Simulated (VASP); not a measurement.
Here is a VASP 6.6.1 calculation.

File POSCAR:

```
Pt
1.0
    0.0000000000      1.9305888200      1.9305888200
    1.9305888200      0.0000000000      1.9305888200
    1.9305888200      1.9305888200      0.0000000000
Pt
1
Direct
    0.0000000000      0.0000000000      0.0000000000
```

INCAR.step1

```
ALGO = Normal ; EDIFF = 1E-5
ENCUT = 520 ; GGA = PE
ISIF = 2 ; ISMEAR = -1
LASPH = True ; LCHARG = False
LREAL = False ; LWAVE = True
NBANDS = 11 ; NELM = 80
PREC = Accurate ; SIGMA = 0.1
```

INCAR.step2

```
ALGO = Normal ; EDIFF = 1E-7
ENCUT = 520 ; GGA = PE
HFSCREEN = 0.2079 ; ISIF = 2
ISMEAR = -1 ; ISTART = 1
LASPH = True ; LCHARG = False
LHFCALC = True ; LREAL = False
LWAVE = False ; NBANDS = 11
NELM = 80 ; PREC = Accurate
PRECFOCK = Normal ; SIGMA = 0.1
```

Contents of KPOINTS:

```
k-points
0
Gamma
  6 6 6
```

Potentials or basis: VASP PAW PBE potentials, release 64 (Pt).

Run with:

```console
$ cat potpaw_PBE.64/Pt/POTCAR > POTCAR
$ cp INCAR.step1 INCAR
$ mpirun -np 1 vasp_std > vasp.out
$ cp INCAR.step2 INCAR
$ mpirun -np 1 vasp_std > vasp.out
```

Question: Estimate the band gap on the k mesh.

Answer: Zero (band 5 reaches 12.27 eV, above the bottom of band 6 at 9.07 eV).

Question: What does it give for the pressure?

Answer: 13.1 GPa.

Caveat: the k points lie up to 0.47 Å⁻¹ apart; the PAW data sets were made with another functional, which shifts forces and pressure a little; spin-orbit coupling is left out, which moves the levels of the heavy elements.
